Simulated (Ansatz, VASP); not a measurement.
Two plane-wave programs on Co3O4

```xyz
14
Lattice="0.0000 4.0589 4.0589 4.0589 0.0000 4.0589 4.0589 4.0589 0.0000" Properties=species:S:1:pos:R:3 pbc="T T T"
Co    6.0884    6.0884    6.0884
Co    4.0589    4.0589    4.0589
Co    1.0147    1.0147    1.0147
Co    1.0147    3.0442    3.0442
Co    3.0442    3.0442    1.0147
Co    3.0442    1.0147    3.0442
O     7.2045    7.2045    7.2045
O     2.9427    5.1751    5.1751
O     4.9722    4.9722    7.2045
O     5.1751    2.9427    5.1751
O     7.2045    4.9722    4.9722
O     2.9427    2.9427    2.9427
O     4.9722    7.2045    4.9722
O     5.1751    5.1751    2.9427
```

Change from the starting cell: moments ++++++ scaled by 1.4, plain SCF.

Alike in both runs: task single point; functional PBEsol; k mesh 3 × 3 × 3; occupations fermi-dirac, width 0.05 eV; collinear spin; Hubbard terms Co d U = 2.9 eV.

```csv
,VASP,Ansatz
version,VASP 6.6.1,Ansatz 0.2.0
potentials or method,"VASP PAW PBE potentials, release 64 (Co, O), cutoff 520 eV","PAW, plane waves, scalar-relativistic"
valence electrons in the cell,102,150
```

VASP gave:

| Property | Result |
| --- | --- |
| pressure (GPa) | 4.6 |
| rms of the force components (eV/Å) | 0.681 |
| net moment per atom (μB) | 1.14 |
| size of the moment on the site where the two differ most (μB) | 2.78 |

**Question.** Which values does Ansatz return?

**Answer.** Pressure (GPa): 15.8; rms of the force components (eV/Å): 0.669; net moment per atom (μB): 1.32; size of the moment on the site where the two differ most (μB): 2.40.

The net moments are unlike, so the other rows may belong to different states. VASP's potentials were made for PBE, not for PBEsol. Site moments also hang on the region over which each program counts them. The programs project onto different local orbitals, so the same U acts differently, and such runs can settle in different states. Atom by atom the forces differ by 0.012 eV/Å (rms over components). VASP's potentials hold 102 valence electrons a cell and Ansatz's 150, so a difference there can come from the potentials and not from the codes. Ansatz's warnings: filled band counts differ across k points.

The k mesh is coarse, so the values compare programs but aren't converged.
